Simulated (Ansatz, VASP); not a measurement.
## Two plane-wave programs on BN

```
CELL_PARAMETERS angstrom
0.00000 0.00000 4.33766
2.50768 3.33948 2.16883
-2.50768 3.33948 2.16883
ATOMIC_POSITIONS crystal
B 0.48473 0.75000 0.25000
B 0.50011 0.25000 0.75000
B 0.00011 0.50000 0.50000
B 0.00011 0.00000 0.00000
N 0.16659 0.75000 0.25000
N 0.16659 0.25000 0.75000
N 0.66659 0.50000 0.50000
N 0.66659 0.00000 0.00000
```

Alike in both runs: task single point; functional PBE; dispersion D3(BJ); k mesh 6 × 6 × 6; occupations gaussian, width 0.05 eV; no spin polarisation.

|  | VASP | Ansatz |
| --- | --- | --- |
| version | VASP 6.6.1 | Ansatz 0.2.0 |
| potentials or method | VASP PAW PBE potentials, release 64 (B, N), cutoff 520 eV | scalar-relativistic, plane waves, PAW |
| valence electrons in the cell | 32 | 32 |

Ansatz gave:

```
gap on the k mesh at the Fermi level (eV)                     : 3.48
least direct gap on the mesh (eV)                             : 3.78
pressure (GPa)                                                : 0.5
traceless stress, the component that is largest in VASP (GPa) : 2.32
rms of the force components (eV/Å)                            : 0.857
```

Question: Which values does VASP return?

Answer: gap on the k mesh at the Fermi level (eV): 3.47; least direct gap on the mesh (eV): 3.78; pressure (GPa): 0.5; traceless stress, the component that is largest in VASP (GPa): 2.41; rms of the force components (eV/Å): 0.856.

Atom by atom the forces differ by 0.002 eV/Å (rms over components).
